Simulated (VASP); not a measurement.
The system is Sb2As.

```
CELL_PARAMETERS angstrom
5.31646 0.00000 0.00000
0.00000 6.48870 0.00000
0.00000 0.00000 4.05068
ATOMIC_POSITIONS crystal
Sb 0.20040 0.37870 0.00000
Sb 0.79960 0.62130 0.00000
Sb 0.70040 0.12130 0.50000
Sb 0.29960 0.87870 0.50000
As 0.00000 0.00000 0.00000
As 0.50000 0.50000 0.50000
```

- Program: VASP 6.6.1
- Task: relaxation of cell and atoms
- Functional: PBE
- Potentials or basis: VASP PAW PBE potentials, release 64 (Sb, As)
- Cutoff: 600 eV
- k mesh: 4 × 4 × 4
- Occupations: gaussian, width 0.1 eV
- Spin: no spin polarisation

At the start: pressure 19.6 GPa; volume 23.29 Å³/atom.

Q: Where does the relaxation end?

A: Over 29 steps the energy falls by 353.5 meV/atom and the volume is 28.10 Å³/atom (+20.7 %); space group Pnnm (No. 58, to 0.1 Å) before and after.

The path:
| step | energy change (eV) | largest force (eV/Å) | pressure (GPa) | volume (Å³) |
| --- | --- | --- | --- | --- |
| 1 | 0.0000 | 0.5803 | 19.57 | 139.74 |
| 2 | -1.2343 | 0.6198 | -5.60 | 205.44 |
| 3 | -1.8421 | 0.4572 | 0.08 | 175.89 |
| 4 | -1.8418 | 0.4643 | -0.14 | 176.67 |
| 5 | -1.8852 | 0.3247 | -0.23 | 177.29 |
| 6 | -1.9145 | 0.2189 | -0.31 | 178.34 |
| 7 | -1.9369 | 0.2036 | -0.04 | 176.80 |
| 8 | -1.9905 | 0.1994 | 0.78 | 172.11 |
| 9 | -2.0178 | 0.2132 | 2.57 | 162.41 |
| 10 | -2.0250 | 0.2060 | 2.49 | 162.38 |
| 11 | -2.0455 | 0.1846 | 2.21 | 162.28 |
| 12 | -2.0702 | 0.1232 | 1.64 | 162.02 |
| 13 | -2.0704 | 0.1188 | 1.54 | 161.97 |
| 14 | -2.0764 | 0.1137 | 1.37 | 162.58 |
| 15 | -2.0893 | 0.0954 | 0.86 | 164.42 |
| 16 | -2.0948 | 0.0588 | -0.07 | 168.13 |
| 17 | -2.0957 | 0.0674 | 0.16 | 167.18 |
| 18 | -2.0985 | 0.0577 | 0.08 | 167.33 |
| 19 | -2.1043 | 0.0506 | -0.15 | 167.81 |
| 20 | -2.1040 | 0.1121 | -0.59 | 168.73 |
| 21 | -2.1062 | 0.0748 | -0.37 | 168.25 |
| 22 | -2.1095 | 0.0751 | -0.15 | 167.64 |
| 23 | -2.1119 | 0.0742 | 0.21 | 166.65 |
| 24 | -2.1144 | 0.0723 | 0.18 | 166.94 |
| 25 | -2.1178 | 0.0790 | 0.09 | 167.69 |
| 26 | -2.1179 | 0.0834 | 0.08 | 167.85 |
| 27 | -2.1197 | 0.0580 | -0.05 | 168.45 |
| 28 | -2.1203 | 0.0305 | -0.21 | 169.20 |
| 29 | -2.1209 | 0.0309 | 0.08 | 168.63 |

Final structure:
```yaml
crystal:
  lattice:
    - [5.82664, 0.00000, 0.00000]
    - [0.00000, 7.65672, 0.00000]
    - [0.00000, 0.00000, 3.77983]
  atoms:
    - { symbol: Sb, position: [0.17279, 0.36332, 0.00000] }
    - { symbol: Sb, position: [0.82721, 0.63668, 0.00000] }
    - { symbol: Sb, position: [0.67279, 0.13668, 0.50000] }
    - { symbol: Sb, position: [0.32721, 0.86332, 0.50000] }
    - { symbol: As, position: [0.00000, 0.00000, 0.00000] }
    - { symbol: As, position: [0.50000, 0.50000, 0.50000] }
```

Caveat: the k points lie up to 0.42 Å⁻¹ apart in the final cell, too coarse for converged energies and pressures of a metal; the volume moved by over 15 % at a fixed basis, so the end points are rough.
